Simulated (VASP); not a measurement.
A run of VASP 6.6.1 is set up as follows.

Contents of INCAR:

```
SYSTEM = ZnGeP2
PREC = Accurate
ENCUT = 500
EDIFF = 1E-6
ISMEAR = 0
SIGMA = 0.02
LREAL = .FALSE.
LASPH = .TRUE.
NELM = 120
ALGO = Normal
ISIF = 2
LWAVE = .FALSE.
LCHARG = .FALSE.
GGA = PE
NBANDS = 46
GGA_COMPAT = .FALSE.
```

The input KPOINTS:

```
regular mesh
0
G
  8 8 8
  0 0 0
```

The input POSCAR:

```
ZnGeP2
1.0
   -2.7500814183      2.7500814183      5.4220272070
    2.7500814183     -2.7500814183      5.4220272070
    2.7500814183      2.7500814183     -5.4220272070
Zn Ge P
2 2 4
Direct
    0.0000000000      0.0000000000      0.0000000000
    0.7500000000      0.2500000000      0.5000000000
    0.5000000000      0.5000000000      0.0000000000
    0.2500000000      0.7500000000      0.5000000000
    0.3750000000      0.3783883391      0.5033883391
    0.6216116609      0.1250000000      0.9966116609
    0.8750000000      0.8716116609      0.4966116609
    0.1283883391      0.6250000000      0.0033883391
```

Potentials or basis: VASP PAW PBE potentials, release 64 (Zn, Ge_d, P).

Launch:

```console
$ cat potpaw_PBE.64/Zn/POTCAR potpaw_PBE.64/Ge_d/POTCAR potpaw_PBE.64/P/POTCAR > POTCAR
$ mpirun -np 1 vasp_std > vasp.out
```

What does it give for the pressure?

0.0 GPa.

Predict the band gap on the k mesh.

1.15 eV (least direct gap 1.19 eV).

What does it give for the largest force?

0.028 eV/Å.

Forces in eV/Å, atoms in the order of the input:
```
Zn   0.000  0.000  0.000
Zn   0.000  0.000  0.000
Ge   0.000  0.000  0.000
Ge   0.000  0.000  0.000
P    0.028  0.000  0.000
P    0.000 -0.028  0.000
P   -0.028  0.000  0.000
P    0.000  0.028  0.000
```

A k mesh can miss the band edges.
